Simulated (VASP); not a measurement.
# V (Pm-3m) in VASP: further runs, part 2 of 2

VASP 6.6.1.

## Step 4: Single point, r2SCAN (16.05 Å³/atom)

This run uses another cell than the first one, of 16.05 Å³/atom.

Input file POSCAR:

```
V
1.0
    2.5222205229      0.0000000000      0.0000000000
    0.0000000000      2.5222205229      0.0000000000
    0.0000000000      0.0000000000      2.5222205229
V
1
Direct
    0.0000000000      0.0000000000      0.0000000000
```

Input file INCAR.step1:

```
SYSTEM = V
PREC = Accurate
ENCUT = 520
ISMEAR = -1
SIGMA = 0.1
LREAL = .FALSE.
LASPH = .TRUE.
NELM = 80
NBANDS = 12
GGA = PE
ALGO = Normal
EDIFF = 1E-4
LWAVE = .TRUE.
LCHARG = .FALSE.
```

Input file INCAR.step2:

```
SYSTEM = V
PREC = Accurate
ENCUT = 520
EDIFF = 1E-6
ISMEAR = -1
SIGMA = 0.1
LREAL = .FALSE.
LASPH = .TRUE.
NELM = 80
ALGO = Normal
ISIF = 2
LWAVE = .FALSE.
LCHARG = .FALSE.
METAGGA = R2SCAN
LMIXTAU = .TRUE.
NBANDS = 12
ISTART = 1
```

Input file KPOINTS:

```
regular mesh
0
G
  14 14 14
  0 0 0
```

Potentials or basis: VASP PAW PBE potentials, release 64 (V_sv).

Run with:

```bash
$ cat potpaw_PBE.64/V_sv/POTCAR > POTCAR
$ cp INCAR.step1 INCAR
$ mpirun -np 1 vasp_std > vasp.out
$ cp INCAR.step2 INCAR
$ mpirun -np 1 vasp_std > vasp.out
```

OUTCAR:

```text
SYSTEM = V
   PREC = Accurate
   ENCUT = 520
   EDIFF = 1E-6
   ISMEAR = -1
   LREAL = .FALSE.
   LASPH = .TRUE.
   NELM = 80
   ISIF = 2
   METAGGA = R2SCAN
   ISTART = 1

 ion  position               nearest neighbor table
   1  0.000  0.000  0.000-

  LATTYP: Found a simple cubic cell.
 ALAT       =     2.5222205229

  Lattice vectors:

 A1 = (   2.5222205229,   0.0000000000,   0.0000000000)
 A2 = (   0.0000000000,   2.5222205229,   0.0000000000)
 A3 = (   0.0000000000,   0.0000000000,   2.5222205229)

Analysis of symmetry for initial positions (statically):
=====================================================================
 Subroutine PRICEL returns:
 Original cell was already a primitive cell.

 Routine SETGRP: Setting up the symmetry group for a
 simple cubic supercell.

 Subroutine GETGRP returns: Found 48 space group operations
 (whereof 48 operations were pure point group operations)
 out of a pool of 48 trial point group operations.

The static configuration has the point symmetry O_h .

Analysis of symmetry for dynamics (positions and initial velocities):
=====================================================================
 Subroutine PRICEL returns:
 Original cell was already a primitive cell.

 Routine SETGRP: Setting up the symmetry group for a
 simple cubic supercell.

 Subroutine GETGRP returns: Found 48 space group operations
 (whereof 48 operations were pure point group operations)
 out of a pool of 48 trial point group operations.

The dynamic configuration has the point symmetry O_h .

 Subroutine INISYM returns: Found 48 space group operations
 (whereof 48 operations are pure point group operations),
 and found     1 'primitive' translations

----------------------------------------------------------------------------------------

                                     Primitive cell

  volume of cell :      16.0453

  direct lattice vectors                    reciprocal lattice vectors
     2.522220523  0.000000000  0.000000000     0.396476038  0.000000000  0.000000000
     0.000000000  2.522220523  0.000000000     0.000000000  0.396476038  0.000000000
     0.000000000  0.000000000  2.522220523     0.000000000  0.000000000  0.396476038

  length of vectors
     2.522220523  2.522220523  2.522220523     0.396476038  0.396476038  0.396476038

  position of ions in fractional coordinates (direct lattice)
     0.000000000  0.000000000  0.000000000

  ion indices of the primitive-cell ions
   primitive index   ion index
                 1           1

----------------------------------------------------------------------------------------

 KPOINTS: regular mesh

Automatic generation of k-mesh.
 Grid dimensions read from file:
 generate k-points for:   14   14   14

 Generating k-lattice:

  Cartesian coordinates                     Fractional coordinates (reciprocal lattice)
     0.028319717  0.000000000  0.000000000     0.071428571  0.000000000  0.000000000
     0.000000000  0.028319717  0.000000000     0.000000000  0.071428571  0.000000000
     0.000000000  0.000000000  0.028319717     0.000000000  0.000000000  0.071428571

  Length of vectors
     0.028319717  0.028319717  0.028319717

  Shift w.r.t. Gamma in fractional coordinates (k-lattice)
     0.000000000  0.000000000  0.000000000

 Subroutine IBZKPT returns following result:
 ===========================================

 Found    120 irreducible k-points:

 Following reciprocal coordinates:
            Coordinates               Weight
  0.000000  0.000000  0.000000      1.000000
  0.071429  0.000000  0.000000      6.000000
  0.142857  0.000000  0.000000      6.000000
  0.214286  0.000000  0.000000      6.000000
  0.285714  0.000000  0.000000      6.000000
  0.357143  0.000000  0.000000      6.000000
[... 16 lines left out ...]
  0.285714  0.214286  0.000000     24.000000
  0.357143  0.214286  0.000000     24.000000
 [... further k-points ...]
   k-points           NKPTS =    120   k-points in BZ     NKDIM =    120   number of bands    NBANDS=     12
   number of dos      NEDOS =    301   number of ions     NIONS =      1
   total plane-waves  NPLWV =   8000
   dimension x,y,z NGX =    20 NGY =   20 NGZ =   20
   dimension x,y,z NGXF=    40 NGYF=   40 NGZF=   40
   ions per type =               1
   NGX,Y,Z   is equivalent  to a cutoff of  13.18, 13.18, 13.18 a.u.
   NGXF,Y,Z  is equivalent  to a cutoff of  26.37, 26.37, 26.37 a.u.
 SYSTEM =  V
   PREC   = accura    normal or accurate (medium, high low for compatibility)
   ISTART =      1    job   : 0-new  1-cont  2-samecut
   ICHARG =      0    charge: 1-file 2-atom 10-const
   ISPIN  =      1    spin polarized calculation?
   LNONCOLLINEAR =      F non collinear calculations
   LSORBIT =      F    spin-orbit coupling
   LASPH  =      T    aspherical Exc in radial PAW
   ENCUT  =  520.0 eV  38.22 Ry    6.18 a.u.   4.69  4.69  4.69*2*pi/ulx,y,z
   NELM   =     80;   NELMIN=  2; NELMDL=  0     # of ELM steps
   EDIFF  = 0.1E-05   stopping-criterion for ELM
   LREAL  =      F    real-space projection
   EDIFFG = 0.1E-04   stopping-criterion for IOM
   NSW    =      0    number of steps for IOM
   IBRION =     -1    ionic relax: 0-MD 1-quasi-New 2-CG
   NFREE  =      0    steps in history (QN), initial steepest desc. (CG)
   ISIF   =      2    stress and relaxation
   ISYM   =      2    0-nonsym 1-usesym 2-fastsym
   POTIM  = 0.5000    time-step for ionic-motion
   TEBEG  =    0.0;   TEEND  =   0.0 temperature during run
   PSTRESS=    0.0 pullay stress
   NELECT =      13.0000    total number of electrons
   NUPDOWN=      -1.0000    fix difference up-down
   EMIN   =  10.00;   EMAX   =-10.00  energy-range for DOS
   EFERMI =   0.00;   METHOD = LEGACY
   ISMEAR =    -1;   SIGMA  =   0.10  broadening in eV -4-tet -1-fermi 0-gaus
   EFERMI_NEDOS =   21; number of points for ismear=-14 and -15
   IALGO  =     38    algorithm
   IMIX   =      4    mixing-type and parameters
     AMIX     =   0.40;   BMIX     =  1.00
     AMIX_MAG =   1.60;   BMIX_MAG =  1.00
  volume/ion in A,a.u.               =      16.05       108.28
  Fermi-wavevector in a.u.,A,eV,Ry     =   1.526182  2.884065 31.691104  2.329230
  Thomas-Fermi vector in A             =   2.634250
   LORBIT       =      0    0 simple, 1 ext, 2 COOP (PROOUT), +10 PAW based schemes
   METAGGA = R2SCAN    functional components
   LHFCALC =     F    Hartree Fock is set to
   AEXX    =    0.0000 exact exchange contribution
   IVDW    =     0    specifies the selected vdW correction
   LEPSILON=     F    determine dielectric tensor
   LRPA    =     F    only Hartree local field effects (RPA)
 non-spin polarized calculation
  energy-cutoff  :      520.00
  volume of cell :       16.05
 maximum number of plane-waves:       449
 NGX is ok and might be reduce to    20
   NGX =  9   NGY =  9   NGZ =  9

 number of electron      12.9999989 magnetization

 Free energy of the ion-electron system (eV)
  ---------------------------------------------------
  ext. energy  EPLUGINS =         0.00000000
  ---------------------------------------------------
  free energy    TOTEN  =       -13.21640909 eV

  energy without entropy =      -13.16165108  energy(sigma->0) =      -13.18903008

 E-fermi :   7.8365     XC(G=0): -12.8937

 val. band max:        7.8305497404   @ k =   0.3571   0.2143   0.1429
 cond. band min:       7.8380374641   @ k =   0.4286   0.2857   0.2857
 fundamental gap:      0.0074877237
 Fermi energy:         7.8364740803

 k-point     1 :       0.0000    0.0000    0.0000
  band No.  band energies     occupation
      1     -58.6717      2.00000
      2     -30.9156      2.00000
      3     -30.9156      2.00000
      4     -30.9156      2.00000
      5       1.2428      2.00000
      6       5.7087      2.00000
      7       5.7087      2.00000
      8      11.3109      0.00000
      9      11.3109      0.00000
     10      11.3109      0.00000
     11      26.0470      0.00000
     12      26.0470      0.00000
[... 331 lines left out ...]
 k-point    24 :       0.3571    0.2143    0.0000
  band No.  band energies     occupation
      1     -58.5236      2.00000
      2     -31.5663      2.00000
      3     -31.1774      2.00000
      4     -30.8289      2.00000
      5       4.9548      2.00000
      6       6.5992      1.99999
      7       7.7970      1.19480
      8       9.9435      0.00000
      9       9.9931      0.00000
     10      10.7705      0.00000
     11      16.9898      0.00000
     12      23.2555      0.00000

 [... further k-points ...]

------------------------ aborting loop because EDIFF is reached ----------------------------------------

  FORCE on cell =-STRESS in cart. coord.  units (eV):
  Direction    XX          YY          ZZ          XY          YZ          ZX
  --------------------------------------------------------------------------------------
  -------------------------------------------------------------------------------------
  Total       -1.1832120     -1.1832120     -1.1832120      0.0000000     -0.0000000      0.0000000
  in kB     -118.1473480   -118.1473480   -118.1473480      0.0000000     -0.0000000      0.0000000
  external PRESSURE =    -118.1473480 kB  Pullay stress =       0.0000000 kB

 VOLUME and BASIS-vectors are now :
 -----------------------------------------------------------------------------
  energy-cutoff  :      520.00
  volume of cell :       16.05
      direct lattice vectors                 reciprocal lattice vectors
     2.522220523  0.000000000  0.000000000     0.396476038  0.000000000  0.000000000
     0.000000000  2.522220523  0.000000000     0.000000000  0.396476038  0.000000000
     0.000000000  0.000000000  2.522220523     0.000000000  0.000000000  0.396476038

 POSITION                                       TOTAL-FORCE (eV/Angst)
 -----------------------------------------------------------------------------------
      0.00000      0.00000      0.00000         0.000000      0.000000      0.000000
 -----------------------------------------------------------------------------------
    total drift:                                0.000000      0.000000      0.000000

  FREE ENERGIE OF THE ION-ELECTRON SYSTEM (eV)
  ---------------------------------------------------
  free  energy   TOTEN  =       -13.2164090923 eV

  energy  without entropy=      -13.1616510752  energy(sigma->0) =      -13.18903008
```

OSZICAR.step1:

```text
N       E                     dE             d eps       ncg     rms          rms(c)
DAV:   1     0.935901727523E+02    0.93590E+02   -0.70919E+03  2888   0.115E+03
DAV:   2    -0.773888286489E+01   -0.10133E+03   -0.97904E+02  2936   0.325E+02
DAV:   3    -0.913354816688E+01   -0.13947E+01   -0.13898E+01  3220   0.453E+01
DAV:   4    -0.914114006280E+01   -0.75919E-02   -0.75918E-02  3164   0.357E+00
DAV:   5    -0.914124045980E+01   -0.10040E-03   -0.10040E-03  3244   0.387E-01    0.144E+01
DAV:   6    -0.812907451461E+01    0.10122E+01   -0.32233E+00  2996   0.252E+01    0.171E+00
DAV:   7    -0.812287334943E+01    0.62012E-02   -0.34465E-02  2976   0.241E+00    0.119E+00
DAV:   8    -0.812063765545E+01    0.22357E-02   -0.56095E-03  3072   0.947E-01    0.884E-02
DAV:   9    -0.812063452247E+01    0.31330E-05   -0.23548E-04  2980   0.207E-01
   1 F= -.81206345E+01 E0= -.80902949E+01  d E =-.606792E-01
```

Run time: 76 s. Hardware: 1 thread of Intel Xeon 8259CL, shared host; peak memory 0.14 GiB.

What came out:

* Free energy: -13.2164 eV
* Pressure: -11.8 GPa
* Band gap on the k mesh: zero (an odd number of electrons rules out a gap without spin polarisation)

Levels at points of the mesh, in eV from the Fermi level:
```
           k point  band 3  band 4  band 5  band 6  band 7  band 8  band 9  band 10  band 11  band 12
(0.00, 0.00, 0.00)  -38.75  -38.75   -6.59   -2.13   -2.13    3.47    3.47     3.47    18.21    18.21
(0.50, 0.00, 0.00)  -38.68  -38.68   -2.38   -1.41   -0.50    1.68    1.68     3.63     7.19    19.41
(0.50, 0.50, 0.00)  -39.48  -38.61   -3.19   -0.83    2.07    2.07    4.28     5.77     5.77    12.18
(0.50, 0.50, 0.50)  -39.37  -39.37   -1.58   -1.58   -1.58    4.38    4.38    10.51    12.77    12.77
```

Caveat: the cell stands under tension; the PAW data sets were made with another functional, which shifts forces and pressure a little.

## Step 5: Summary

| cell | gap on the mesh (eV) | pressure (GPa) |
| --- | --- | --- |
| a = 2.461 Å, 1 atom | none | -3.6 |
| a = 2.492 Å, 1 atom | none | -8.0 |
| a = 2.522 Å, 1 atom | none | -11.8 |

Alike in all rows: task single point; level r2SCAN; potentials or basis VASP PAW PBE potentials, release 64 (V_sv); no spin polarisation; k mesh 14 × 14 × 14; cutoff (eV) 520; smearing fermi-dirac 0.1 eV.

Caveats: the cell stands under tension; the PAW data sets were made with another functional, which shifts forces and pressure a little.

Total energies depend on the potentials used, so only differences within one code and one set of settings carry meaning.
